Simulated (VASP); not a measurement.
# Al3TlP4 (P1) in VASP: single point with PBE

Aim: the single point of Al3TlP4 with PBE.

All numbers are computed with VASP 6.6.1; they aren't measurements. Logs are shortened: lines on timing, memory, paths and dates and some standing lists are left out, and cuts for length are marked.

## 1. The cell of the first run

The typed cell holds 16 atoms: a = 7.986 Å, b = 7.988 Å, c = 7.985 Å, α = 59.97°, β = 59.94°, γ = 59.97°.

## 2. Single point, PBE

File INCAR:

```
SYSTEM = Al3TlP4
ALGO = Normal
EDIFF = 1E-6
ENCUT = 520
GGA = PE
ISIF = 2
ISMEAR = 0
LASPH = .TRUE.
LCHARG = .FALSE.
LREAL = Auto
LWAVE = .FALSE.
NBANDS = 56
NELM = 60
PREC = Accurate
SIGMA = 0.02
```

File KPOINTS:

```
k-points
0
G
  4 4 4
  0 0 0
```

File POSCAR:

```
Al3TlP4
1.0
   -5.6461410000      5.6473740000      0.0042360000
   -5.6483350000      0.0020510000      5.6483010000
   -0.0044620000      5.6471460000      5.6458790000
Al P Tl
6 8 2
Direct
    0.0016029701      0.0011047558      0.9997130131
    0.0027099553      0.4986732498      0.0006754333
    0.5021286127      0.4987699666      0.0002580491
    0.5015374749      0.0010429278      0.4997458445
    0.0022153451      0.4987064645      0.5002235296
    0.5025366470      0.4988398541      0.5007476553
    0.8689357850      0.8669719941      0.3670299364
    0.3921692262      0.8597107088      0.3901300294
    0.8700649840      0.3957536509      0.3681303503
    0.8924718473      0.8595823629      0.8900476679
    0.3772028085      0.3753149104      0.3753369694
    0.3690799438      0.8668703495      0.8671301034
    0.8772533164      0.3753373214      0.8752252920
    0.3702285188      0.3955294317      0.8682587612
    0.5007282826      0.9992558939      0.9982802065
    0.0003744113      0.9995048157      0.4982318311
```

Potentials or basis: VASP PAW PBE potentials, release 64 (Al, P, Tl_d).

Started as:

```console
$ cat potpaw_PBE.64/Al/POTCAR potpaw_PBE.64/P/POTCAR potpaw_PBE.64/Tl_d/POTCAR > POTCAR
$ mpirun -np 1 vasp_std > vasp.out
```

OUTCAR:

```text
SYSTEM = Al3TlP4
   EDIFF = 1E-6
   ENCUT = 520
   GGA = PE
   ISIF = 2
   ISMEAR = 0
   LASPH = .TRUE.
   LREAL = Auto
   NELM = 60
   PREC = Accurate

 ion  position               nearest neighbor table
   1  0.002  0.001  1.000-  10 2.36   7 2.40  12 2.40  13 2.44
   2  0.003  0.499  0.001-  10 2.36   9 2.40  14 2.40  13 2.44
   3  0.502  0.499  0.000-  14 2.40  12 2.40  11 2.44  13 2.44
   4  0.502  0.001  0.500-   8 2.35  12 2.40   7 2.40  11 2.44
   5  0.002  0.499  0.500-   9 2.40   7 2.41  13 2.44  11 2.44
   6  0.503  0.499  0.501-   8 2.36  14 2.40   9 2.40  11 2.44
   7  0.869  0.867  0.367-   1 2.40   4 2.40   5 2.41  16 2.58
   8  0.392  0.860  0.390-   4 2.35   6 2.36  16 2.56  15 2.56
   9  0.870  0.396  0.368-   2 2.40   6 2.40   5 2.40  16 2.58
  10  0.892  0.860  0.890-   1 2.36   2 2.36  15 2.56  16 2.56
  11  0.377  0.375  0.375-   4 2.44   6 2.44   5 2.44   3 2.44
  12  0.369  0.867  0.867-   4 2.40   1 2.40   3 2.40  15 2.58
  13  0.877  0.375  0.875-   1 2.44   2 2.44   5 2.44   3 2.44
  14  0.370  0.396  0.868-   6 2.40   3 2.40   2 2.40  15 2.58
  15  0.501  0.999  0.998-  10 2.56   8 2.56  12 2.58  14 2.58  16 3.99  16 3.99
  16  0.000  1.000  0.498-   8 2.56  10 2.56   7 2.58   9 2.58  15 3.99  15 3.99

  LATTYP: Found a triclinic cell.
 ALAT       =     7.9828031613
 B/A-ratio  =     0.9999628048
 C/A-ratio  =     1.0003656673
 COS(alpha) =     0.0002172640
 COS(beta)  =     0.4995408544
 COS(gamma) =     0.5005186403

  Lattice vectors:

 A1 = (  -0.0021940000,  -5.6453230000,   5.6440650000)
 A2 = (  -5.6438730000,  -5.6450950000,   0.0024220000)
 A3 = (   5.6461410000,  -5.6473740000,  -0.0042360000)

Analysis of symmetry for initial positions (statically):
=====================================================================
 Subroutine PRICEL returns:
 Original cell was already a primitive cell.

 Routine SETGRP: Setting up the symmetry group for a
 triclinic supercell.

 Subroutine GETGRP returns: Found  1 space group operations
 (whereof  1 operations were pure point group operations)
 out of a pool of  2 trial point group operations.

The static configuration has the point symmetry C_1 .

Analysis of symmetry for dynamics (positions and initial velocities):
=====================================================================
 Subroutine PRICEL returns:
 Original cell was already a primitive cell.

 Routine SETGRP: Setting up the symmetry group for a
 triclinic supercell.

 Subroutine GETGRP returns: Found  1 space group operations
 (whereof  1 operations were pure point group operations)
 out of a pool of  2 trial point group operations.

The dynamic configuration has the point symmetry C_1 .

 Subroutine INISYM returns: Found  1 space group operations
 (whereof  1 operations are pure point group operations),
 and found     1 'primitive' translations

----------------------------------------------------------------------------------------

                                     Primitive cell

  volume of cell :     359.8446

  direct lattice vectors                    reciprocal lattice vectors
    -5.646141000  5.647374000  0.004236000    -0.088608248  0.088551036 -0.088640936
    -5.648335000  0.002051000  5.648301000    -0.088539519 -0.088586598  0.088536504
    -0.004462000  5.647146000  5.645879000     0.088643983  0.088558162  0.088612359

  length of vectors
     7.985722211  7.987928184  7.985375854     0.153459842  0.153380391  0.153468088

  position of ions in fractional coordinates (direct lattice)
     0.001602970  0.001104756  0.999713013
     0.002709955  0.498673250  0.000675433
     0.502128613  0.498769967  0.000258049
     0.501537475  0.001042928  0.499745844
     0.002215345  0.498706465  0.500223530
     0.502536647  0.498839854  0.500747655
[... 8 lines left out ...]
     0.500728283  0.999255894  0.998280206
     0.000374411  0.999504816  0.498231831

  ion indices of the primitive-cell ions
   primitive index   ion index
                 1           1
                 2           2
                 3           3
                 4           4
                 5           5
                 6           6
[... 8 lines left out ...]
                15          15
                16          16

----------------------------------------------------------------------------------------

 KPOINTS: k-points

Automatic generation of k-mesh.
 Grid dimensions read from file:
 generate k-points for:    4    4    4

 Generating k-lattice:

  Cartesian coordinates                     Fractional coordinates (reciprocal lattice)
    -0.022152062  0.022137759 -0.022160234     0.250000000  0.000000000  0.000000000
    -0.022134880 -0.022146650  0.022134126    -0.000000000  0.250000000  0.000000000
     0.022160996  0.022139541  0.022153090    -0.000000000 -0.000000000  0.250000000

  Length of vectors
     0.038364961  0.038345098  0.038367022

  Shift w.r.t. Gamma in fractional coordinates (k-lattice)
     0.000000000  0.000000000  0.000000000

 Subroutine IBZKPT returns following result:
 ===========================================

 Found     36 irreducible k-points:

 Following reciprocal coordinates:
            Coordinates               Weight
  0.000000  0.000000  0.000000      1.000000
  0.250000 -0.000000  0.000000      2.000000
  0.500000 -0.000000  0.000000      1.000000
 -0.000000  0.250000 -0.000000      2.000000
  0.250000  0.250000 -0.000000      2.000000
  0.500000  0.250000 -0.000000      2.000000
[... 16 lines left out ...]
 -0.000000 -0.250000  0.250000      2.000000
  0.250000 -0.250000  0.250000      2.000000
 [... further k-points ...]
   k-points           NKPTS =     36   k-points in BZ     NKDIM =     36   number of bands    NBANDS=     56
   number of dos      NEDOS =    301   number of ions     NIONS =     16
   total plane-waves  NPLWV = 216000
   dimension x,y,z NGX =    60 NGY =   60 NGZ =   60
   dimension x,y,z NGXF=   120 NGYF=  120 NGZF=  120
   ions per type =               6   8   2
   NGX,Y,Z   is equivalent  to a cutoff of  12.49, 12.49, 12.49 a.u.
   NGXF,Y,Z  is equivalent  to a cutoff of  24.98, 24.97, 24.98 a.u.
 SYSTEM =  Al3TlP4
   PREC   = accura    normal or accurate (medium, high low for compatibility)
   ISTART =      0    job   : 0-new  1-cont  2-samecut
   ICHARG =      2    charge: 1-file 2-atom 10-const
   ISPIN  =      1    spin polarized calculation?
   LNONCOLLINEAR =      F non collinear calculations
   LSORBIT =      F    spin-orbit coupling
   LASPH  =      T    aspherical Exc in radial PAW
   ENCUT  =  520.0 eV  38.22 Ry    6.18 a.u.  14.85 14.85 14.85*2*pi/ulx,y,z
   NELM   =     60;   NELMIN=  2; NELMDL= -5     # of ELM steps
   EDIFF  = 0.1E-05   stopping-criterion for ELM
   LREAL  =      T    real-space projection
   EDIFFG = 0.1E-04   stopping-criterion for IOM
   NSW    =      0    number of steps for IOM
   IBRION =     -1    ionic relax: 0-MD 1-quasi-New 2-CG
   NFREE  =      0    steps in history (QN), initial steepest desc. (CG)
   ISIF   =      2    stress and relaxation
   ISYM   =      2    0-nonsym 1-usesym 2-fastsym
   POTIM  = 0.5000    time-step for ionic-motion
   TEBEG  =    0.0;   TEEND  =   0.0 temperature during run
   PSTRESS=    0.0 pullay stress
   NELECT =      84.0000    total number of electrons
   NUPDOWN=      -1.0000    fix difference up-down
   EMIN   =  10.00;   EMAX   =-10.00  energy-range for DOS
   EFERMI =   0.00;   METHOD = LEGACY
   ISMEAR =     0;   SIGMA  =   0.02  broadening in eV -4-tet -1-fermi 0-gaus
   EFERMI_NEDOS =   21; number of points for ismear=-14 and -15
   IALGO  =     38    algorithm
   IMIX   =      4    mixing-type and parameters
     AMIX     =   0.40;   BMIX     =  1.00
     AMIX_MAG =   1.60;   BMIX_MAG =  1.00
  volume/ion in A,a.u.               =      22.49       151.77
  Fermi-wavevector in a.u.,A,eV,Ry     =   1.008006  1.904854 13.824542  1.016075
  Thomas-Fermi vector in A             =   2.140846
   LORBIT       =      0    0 simple, 1 ext, 2 COOP (PROOUT), +10 PAW based schemes
   GGA     = PE    functional components
   LHFCALC =     F    Hartree Fock is set to
   AEXX    =    0.0000 exact exchange contribution
   IVDW    =     0    specifies the selected vdW correction
   LEPSILON=     F    determine dielectric tensor
   LRPA    =     F    only Hartree local field effects (RPA)
 non-spin polarized calculation
 Gauss-broadening in eV      SIGMA  =   0.02
  energy-cutoff  :      520.00
  volume of cell :      359.84
 maximum number of plane-waves:      9736
   NGX = 29   NGY = 29   NGZ = 29

 number of electron      84.0000006 magnetization

 Free energy of the ion-electron system (eV)
  ---------------------------------------------------
  ext. energy  EPLUGINS =         0.00000000
  ---------------------------------------------------
  free energy    TOTEN  =       -76.10398995 eV

  energy without entropy =      -76.10398995  energy(sigma->0) =      -76.10398995

 E-fermi :   4.8903     XC(G=0):  -9.1337

 val. band max:        4.7802767381   @ k =   0.0000   0.0000   0.0000
 cond. band min:       5.5973090609   @ k =   0.0000   0.0000   0.0000
 fundamental gap:      0.8170323228
 Fermi energy:         4.8902564104

 k-point     1 :       0.0000    0.0000    0.0000
  band No.  band energies     occupation
      1      -7.0474      2.00000
      2      -7.0209      2.00000
      3      -6.8749      2.00000
      4      -6.8027      2.00000
      5      -6.6804      2.00000
      6      -6.6072      2.00000
[... 46 lines left out ...]
     53       7.1694      0.00000
     54       8.6350      0.00000

 k-point     2 :       0.2500   -0.0000    0.0000
  band No.  band energies     occupation
      1      -7.0064      2.00000
      2      -6.9953      2.00000
      3      -6.8077      2.00000
      4      -6.7806      2.00000
      5      -6.6951      2.00000
      6      -6.6172      2.00000
[... 46 lines left out ...]
     53       7.8116      0.00000
     54       8.7362      0.00000
[... 1195 lines left out ...]
     53       8.6008      0.00000
     54       8.7155      0.00000

 k-point    24 :       0.2500   -0.2500    0.2500
  band No.  band energies     occupation
      1      -7.0200      2.00000
      2      -7.0060      2.00000
      3      -6.7967      2.00000
      4      -6.7121      2.00000
      5      -6.5884      2.00000
      6      -6.4412      2.00000
[... 46 lines left out ...]
     53       8.7446      0.00000
     54       9.0507      0.00000

 [... further k-points ...]

 [bands above 54 left out]

------------------------ aborting loop because EDIFF is reached ----------------------------------------

  FORCE on cell =-STRESS in cart. coord.  units (eV):
  Direction    XX          YY          ZZ          XY          YZ          ZX
  --------------------------------------------------------------------------------------
  -------------------------------------------------------------------------------------
  Total       -0.2446323     -0.2357249     -0.2542607     -0.0553301      0.0672174     -0.0559708
  in kB       -1.0892042     -1.0495451     -1.1320740     -0.2463524      0.2992798     -0.2492051
  external PRESSURE =      -1.0902744 kB  Pullay stress =       0.0000000 kB

 VOLUME and BASIS-vectors are now :
 -----------------------------------------------------------------------------
  energy-cutoff  :      520.00
  volume of cell :      359.84
      direct lattice vectors                 reciprocal lattice vectors
    -5.646141000  5.647374000  0.004236000    -0.088608248  0.088551036 -0.088640936
    -5.648335000  0.002051000  5.648301000    -0.088539519 -0.088586598  0.088536504
    -0.004462000  5.647146000  5.645879000     0.088643983  0.088558162  0.088612359

 POSITION                                       TOTAL-FORCE (eV/Angst)
 -----------------------------------------------------------------------------------
     -0.01975      5.65458      5.65051        -0.007256      0.018635      0.000351
     -2.83198      0.02014      2.82048        -0.003014      0.001015      0.000413
     -5.65231      2.83819      2.82079        -0.022288      0.017388      0.019400
     -2.83987      5.65451      2.82952        -0.006221      0.018061      0.003805
     -2.83160      2.83837      5.64106        -0.023193      0.008375      0.022920
     -5.65724      5.66683      5.64689        -0.000742      0.002342     -0.001363
[... 8 lines left out ...]
     -8.47577      8.46728     11.28239        -0.013839      0.004875      0.016200
     -5.64988      2.81775      8.45846        -0.014980      0.005374      0.014637
 -----------------------------------------------------------------------------------
    total drift:                               -0.004084     -0.004910      0.007181

  FREE ENERGIE OF THE ION-ELECTRON SYSTEM (eV)
  ---------------------------------------------------
  free  energy   TOTEN  =       -76.1039899459 eV

  energy  without entropy=      -76.1039899459  energy(sigma->0) =      -76.10398995
```

It took 37 min on 1 thread of Intel Xeon 8259CL, shared host; peak memory 0.76 GiB.

Results:

- Free energy: -76.1040 eV
- Pressure: -0.1 GPa
- Largest force: 0.034 eV/Å
- Band gap on the k mesh: 0.82 eV

Forces in eV/Å, atoms in the order of the input:
```
Al  -0.007  0.019  0.000
Al  -0.003  0.001  0.000
Al  -0.022  0.017  0.019
Al  -0.006  0.018  0.004
Al  -0.023  0.008  0.023
Al  -0.001  0.002 -0.001
P    0.006  0.005 -0.003
P    0.013  0.000 -0.015
P    0.010 -0.019 -0.006
P    0.014  0.000 -0.016
P    0.016 -0.017 -0.016
P    0.003 -0.003  0.002
P    0.019 -0.017 -0.013
P    0.010 -0.023 -0.008
Tl  -0.014  0.005  0.016
Tl  -0.015  0.005  0.015
```

Caveat: spin-orbit coupling is left out, which moves the levels of the heavy elements. A k mesh can miss the band edges.
